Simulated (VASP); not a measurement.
# MgO (P6_3/mmc) in VASP: phonons with r2SCAN

Aim: the phonons of MgO with r2SCAN.

Program: VASP 6.6.1. These are calculated values, not measurements. Logs are shortened: lines on timing, memory, paths and dates and some standing lists are left out, and cuts for length are marked.

**1. The cell of the first run**

Symmetry: P6_3/mmc, No. 194, hexagonal system. Conventional cell: a = 3.486 Å, b = 3.486 Å, c = 4.178 Å, α = 90.00°, β = 90.00°, γ = 120.00°. Within 2.7 Å of Mg (site symmetry -6m2) lie 5 O at 2.01 to 2.09 Å. O (site symmetry -6m2) has 5 Mg at 2.01 to 2.09 Å within 2.7 Å.

**2. Phonons, r2SCAN**

INCAR

```
  PREC = Accurate
  ENCUT = 520
  EDIFF = 1E-8
  ISMEAR = 0
  SIGMA = 0.01
  LREAL = False
  LASPH = True
  NELM = 80
  ALGO = Normal
  ISIF = 2
  LWAVE = False
  LCHARG = False
  METAGGA = R2SCAN
  LMIXTAU = True
  NBANDS = 16
  IBRION = 6
  NFREE = 2
  POTIM = 0.015
  NSW = 1
```

KPOINTS

```
Automatic mesh
0
Gamma
  5 5 4
```

POSCAR

```
MgO
1.0
    3.4863800000      0.0000000000      0.0000000000
   -1.7431900000      3.0192900000      0.0000000000
    0.0000000000      0.0000000000      4.1780400000
Mg O
2 2
Direct
    0.6666666667      0.3333333333      0.7500000000
    0.3333333333      0.6666666667      0.2500000000
    0.6666666667      0.3333333333      0.2500000000
    0.3333333333      0.6666666667      0.7500000000
```

Potentials or basis: VASP PAW PBE potentials, release 64 (Mg, O).

Launch:

```
$ cat potpaw_PBE.64/Mg/POTCAR potpaw_PBE.64/O/POTCAR > POTCAR
$ mpirun -np 1 vasp_std > vasp.out
```

OUTCAR:

```text
PREC = Accurate
   ENCUT = 520
   EDIFF = 1E-8
   ISMEAR = 0
   LREAL = False
   LASPH = True
   NELM = 80
   ISIF = 2
   METAGGA = R2SCAN
   IBRION = 6
   NFREE = 2
   POTIM = 0.015
   NSW = 1

 ion  position               nearest neighbor table
   1  0.667  0.333  0.750-   4 2.01   4 2.01   4 2.01   3 2.09   3 2.09   2 2.90   2 2.90   2 2.90
                             2 2.90   2 2.90   2 2.90
   2  0.333  0.667  0.250-   3 2.01   3 2.01   3 2.01   4 2.09   4 2.09   1 2.90   1 2.90   1 2.90
                             1 2.90   1 2.90   1 2.90
   3  0.667  0.333  0.250-   2 2.01   2 2.01   2 2.01   1 2.09   1 2.09
   4  0.333  0.667  0.750-   1 2.01   1 2.01   1 2.01   2 2.09   2 2.09

  LATTYP: Found a hexagonal cell.
 ALAT       =     3.4863800000
 C/A-ratio  =     1.1983891601

  Lattice vectors:

 A1 = (   3.4863800000,   0.0000000000,   0.0000000000)
 A2 = (  -1.7431900000,   3.0192900000,   0.0000000000)
 A3 = (   0.0000000000,   0.0000000000,   4.1780400000)

Analysis of symmetry for initial positions (statically):
=====================================================================
 Subroutine PRICEL returns:
 Original cell was already a primitive cell.

 Routine SETGRP: Setting up the symmetry group for a
 hexagonal supercell.

 Subroutine GETGRP returns: Found 24 space group operations
 (whereof 12 operations were pure point group operations)
 out of a pool of 24 trial point group operations.

The static configuration has the point symmetry D_3d.
 The point group associated with its full space group is D_6h.

Analysis of symmetry for dynamics (positions and initial velocities):
=====================================================================
 Subroutine PRICEL returns:
 Original cell was already a primitive cell.

 Routine SETGRP: Setting up the symmetry group for a
 hexagonal supercell.

 Subroutine GETGRP returns: Found 24 space group operations
 (whereof 12 operations were pure point group operations)
 out of a pool of 24 trial point group operations.

The dynamic configuration has the point symmetry D_3d.
 The point group associated with its full space group is D_6h.

 Subroutine INISYM returns: Found 24 space group operations
 (whereof 12 operations are pure point group operations),
 and found     1 'primitive' translations

----------------------------------------------------------------------------------------

                                     Primitive cell

  volume of cell :      43.9797

  direct lattice vectors                    reciprocal lattice vectors
     3.486380000  0.000000000  0.000000000     0.286830466  0.165601847  0.000000000
    -1.743190000  3.019290000  0.000000000     0.000000000  0.331203694  0.000000000
     0.000000000  0.000000000  4.178040000     0.000000000  0.000000000  0.239346679

  length of vectors
     3.486380000  3.486376841  4.178040000     0.331203394  0.331203694  0.239346679

  position of ions in fractional coordinates (direct lattice)
     0.666666667  0.333333333  0.750000000
     0.333333333  0.666666667  0.250000000
     0.666666667  0.333333333  0.250000000
     0.333333333  0.666666667  0.750000000

  ion indices of the primitive-cell ions
   primitive index   ion index
                 1           1
                 2           2
                 3           3
                 4           4

[... 44 lines left out ...]
   number of dos      NEDOS =    301   number of ions     NIONS =      4
   total plane-waves  NPLWV =  25088
   dimension x,y,z NGX =    28 NGY =   28 NGZ =   32
   dimension x,y,z NGXF=    56 NGYF=   56 NGZF=   64
   ions per type =               2   2
   NGX,Y,Z   is equivalent  to a cutoff of  13.35, 13.35, 12.73 a.u.
   NGXF,Y,Z  is equivalent  to a cutoff of  26.70, 26.70, 25.47 a.u.
 SYSTEM =  unknown system
   PREC   = accura    normal or accurate (medium, high low for compatibility)
   ISTART =      0    job   : 0-new  1-cont  2-samecut
   ICHARG =      2    charge: 1-file 2-atom 10-const
   ISPIN  =      1    spin polarized calculation?
   LNONCOLLINEAR =      F non collinear calculations
   LSORBIT =      F    spin-orbit coupling
   LASPH  =      T    aspherical Exc in radial PAW
   ENCUT  =  520.0 eV  38.22 Ry    6.18 a.u.   6.48  6.48  7.77*2*pi/ulx,y,z
   NELM   =     80;   NELMIN=  2; NELMDL= -5     # of ELM steps
   EDIFF  = 0.1E-07   stopping-criterion for ELM
   LREAL  =      F    real-space projection
   EDIFFG = 0.1E-06   stopping-criterion for IOM
   NSW    =     85    number of steps for IOM
   IBRION =      6    ionic relax: 0-MD 1-quasi-New 2-CG
   NFREE  =      2    steps in history (QN), initial steepest desc. (CG)
   ISIF   =      2    stress and relaxation
   ISYM   =      2    0-nonsym 1-usesym 2-fastsym
   POTIM  = 0.0150    time-step for ionic-motion
   TEBEG  =    0.0;   TEEND  =   0.0 temperature during run
   PSTRESS=    0.0 pullay stress
   NELECT =      16.0000    total number of electrons
   NUPDOWN=      -1.0000    fix difference up-down
   EMIN   =  10.00;   EMAX   =-10.00  energy-range for DOS
   EFERMI =   0.00;   METHOD = LEGACY
   ISMEAR =     0;   SIGMA  =   0.01  broadening in eV -4-tet -1-fermi 0-gaus
   EFERMI_NEDOS =   21; number of points for ismear=-14 and -15
   IALGO  =     38    algorithm
   IMIX   =      4    mixing-type and parameters
     AMIX     =   0.40;   BMIX     =  1.00
     AMIX_MAG =   1.60;   BMIX_MAG =  1.00
  volume/ion in A,a.u.               =      10.99        74.20
  Fermi-wavevector in a.u.,A,eV,Ry     =   1.168685  2.208494 18.583170  1.365824
  Thomas-Fermi vector in A             =   2.305168
   LORBIT       =      0    0 simple, 1 ext, 2 COOP (PROOUT), +10 PAW based schemes
   METAGGA = R2SCAN    functional components
   LHFCALC =     F    Hartree Fock is set to
   AEXX    =    0.0000 exact exchange contribution
   IVDW    =     0    specifies the selected vdW correction
   LEPSILON=     F    determine dielectric tensor
   LRPA    =     F    only Hartree local field effects (RPA)
 finite differences with symmetry
 non-spin polarized calculation
 Gauss-broadening in eV      SIGMA  =   0.01
  energy-cutoff  :      520.00
  volume of cell :       43.98
 maximum number of plane-waves:      1204
 NGX is ok and might be reduce to    28
   NGX = 13   NGY = 13   NGZ = 15

--------------------------------------- Ionic step        1  -------------------------------------------

 number of electron      15.9999999 magnetization

 Free energy of the ion-electron system (eV)
  ---------------------------------------------------
  ext. energy  EPLUGINS =         0.00000000
  ---------------------------------------------------
  free energy    TOTEN  =       -32.06972471 eV

  energy without entropy =      -32.06972471  energy(sigma->0) =      -32.06972471

------------------------ aborting loop because EDIFF is reached ----------------------------------------

  FORCE on cell =-STRESS in cart. coord.  units (eV):
  Direction    XX          YY          ZZ          XY          YZ          ZX
  --------------------------------------------------------------------------------------
  -------------------------------------------------------------------------------------
  Total       -0.2070732     -0.2070727     -0.1641092      0.0000000      0.0000000     -0.0000000
  in kB       -7.5436650     -7.5436468     -5.9784866      0.0000000      0.0000000     -0.0000000
  external PRESSURE =      -7.0219328 kB  Pullay stress =       0.0000000 kB
[... 291 lines left out ...]
--------------------------------------- Ionic step        9  -------------------------------------------

 number of electron      15.9999998 magnetization

 Free energy of the ion-electron system (eV)
  ---------------------------------------------------
  ext. energy  EPLUGINS =         0.00000000
  ---------------------------------------------------
  free energy    TOTEN  =       -32.06837552 eV

  energy without entropy =      -32.06837552  energy(sigma->0) =      -32.06837552

 E-fermi :   1.6586     XC(G=0): -10.5624

 val. band max:        1.5941146612   @ k =   0.0000   0.0000   0.0000
 cond. band min:       5.6784072083   @ k =   0.0000   0.0000   0.0000
 fundamental gap:      4.0842925471
 Fermi energy:         1.6586104380

 k-point     1 :       0.0000    0.0000    0.0000
  band No.  band energies     occupation
      1     -16.2969      2.00000
      2     -14.9283      2.00000
      3      -2.0800      2.00000
      4      -0.1734      2.00000
      5      -0.1734      2.00000
      6       0.7640      2.00000
[... 343 lines left out ...]
  FREE ENERGIE OF THE ION-ELECTRON SYSTEM (eV)
  ---------------------------------------------------
  free  energy   TOTEN  =       -32.0683755173 eV

  energy  without entropy=      -32.0683755173  energy(sigma->0) =      -32.06837552

 INTERNAL STRAIN TENSORS FROM DISPLACED ATOMS
 ============================================

 INTERNAL STRAIN TENSOR FOR ION    1 for displacements in x,y,z  (eV/Angst):
          X           Y           Z          XY          YZ          ZX
  --------------------------------------------------------------------------------
  x     0.00000     0.00000     0.00000     7.82626     0.00000     0.00000
  y     7.82626    -7.82624     0.00000    -0.00000     0.00000     0.00000
  z    -0.00000     0.00000     0.00000    -0.00000     0.00000     0.00000

 INTERNAL STRAIN TENSOR FOR ION    4 for displacements in x,y,z  (eV/Angst):
          X           Y           Z          XY          YZ          ZX
  --------------------------------------------------------------------------------
  x     0.00000     0.00000     0.00000    -9.18096     0.00000     0.00000
  y    -9.18096     9.18093     0.00000     0.00000     0.00000     0.00000
  z     0.00000    -0.00000     0.00000     0.00000     0.00000     0.00000

 Eigenvectors and eigenvalues of the dynamical matrix
 ----------------------------------------------------

   1 f  =   16.782194 THz   105.445634 2PiTHz  559.793732 cm-1    69.405546 meV
             X         Y         Z           dx          dy          dz
      1.743190  1.006430  3.133530     0.000000   -0.000000    0.020016
     -0.000000  2.012860  1.044510    -0.000000    0.000000   -0.020016
      1.743190  1.006430  1.044510     0.000000   -0.000000   -0.706823
     -0.000000  2.012860  3.133530    -0.000000    0.000000    0.706823
[... 71 lines left out ...]
  12 f/i=    0.105341 THz     0.661875 2PiTHz    3.513787 cm-1     0.435654 meV
             X         Y         Z           dx          dy          dz
      1.743190  1.006430  3.133530     0.552175    0.000000    0.000000
     -0.000000  2.012860  1.044510     0.552175    0.000000    0.000000
      1.743190  1.006430  1.044510     0.441705    0.000000    0.000000
     -0.000000  2.012860  3.133530     0.441705    0.000000    0.000000

 ELASTIC MODULI CONTR FROM IONIC RELAXATION (kBar)
 Direction    XX          YY          ZZ          XY          YZ          ZX
 --------------------------------------------------------------------------------
 XX        -587.0987    587.0973      0.0000      0.0000      0.0000      0.0000
 YY         587.0973   -587.0959     -0.0000     -0.0000     -0.0000      0.0000
 ZZ           0.0000     -0.0000     -0.0000     -0.0000     -0.0000      0.0000
 XY           0.0000     -0.0000     -0.0000   -587.0973      0.0000      0.0000
 YZ           0.0000     -0.0000     -0.0000      0.0000     -0.0000      0.0000
 ZX           0.0000      0.0000      0.0000      0.0000      0.0000      0.0000
 --------------------------------------------------------------------------------
```

Run time: 11 min. Hardware: 1 thread of AMD EPYC 7R43 (Zen 3), shared host; peak memory 0.17 GiB.

What came out:

```
Highest phonon frequency at Γ, LO-TO splitting left out : 560 cm⁻¹
```

Phonon frequencies in cm⁻¹ (negative: imaginary):
```
              q point                                   frequencies
(0.000, 0.000, 0.000)  -4 -4 -3 287 287 390 426 507 507 516 516 560
```

Caveat: the k points lie up to 0.42 Å⁻¹ apart; the PAW data sets were made with another functional, which shifts forces and pressure a little.
